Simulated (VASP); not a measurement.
## NaCl: single point with PBE

Crystal: NaCl.

```xyz
2
Lattice="3.4479 0.0000 0.0000 0.0000 3.4479 0.0000 0.0000 0.0000 3.4479" Properties=species:S:1:pos:R:3 pbc="T T T"
Na    0.0000    0.0000    0.0000
Cl    1.7240    1.7240    1.7240
```

* Program: VASP 6.6.1
* Task: single point
* Functional: PBE
* Potentials or basis: VASP PAW PBE potentials, release 64 (Na_pv, Cl)
* Cutoff: 500 eV
* k mesh: 8 × 8 × 8
* Occupations: gaussian, width 0.05 eV
* Spin: no spin polarisation
* Dipole correction: no
* Further INCAR settings: ALGO = Normal; EDIFF = 1e-06; NBANDS = 14

```
Pressure               : 1.4 GPa
Band gap on the k mesh : 4.14 eV (least direct gap 4.67 eV)
```

Levels at points of the mesh, in eV from the valence-band top:
| k point | band 4 | band 5 | band 6 | band 7 | band 8 | band 9 | band 10 | band 11 |
| --- | --- | --- | --- | --- | --- | --- | --- | --- |
| (0.00, 0.00, 0.00) | -13.54 | -0.53 | -0.53 | -0.53 | 4.14 | 8.53 | 8.53 | 16.08 |
| (0.50, 0.00, 0.00) | -13.14 | -3.15 | -0.28 | -0.28 | 7.07 | 8.89 | 10.49 | 11.96 |
| (0.50, 0.50, 0.00) | -12.84 | -2.43 | -2.43 | 0.00 | 5.54 | 9.98 | 11.34 | 11.34 |
| (0.50, 0.50, 0.50) | -12.54 | -1.99 | -1.99 | -1.99 | 7.12 | 7.12 | 7.12 | 12.03 |

Wall time 14 s on 1 thread of Intel Xeon 8259CL, on a shared host, peak memory 0.16 GiB.

A k mesh can miss the band edges. PBE gaps usually lie below the measured ones, often by a third to a half.
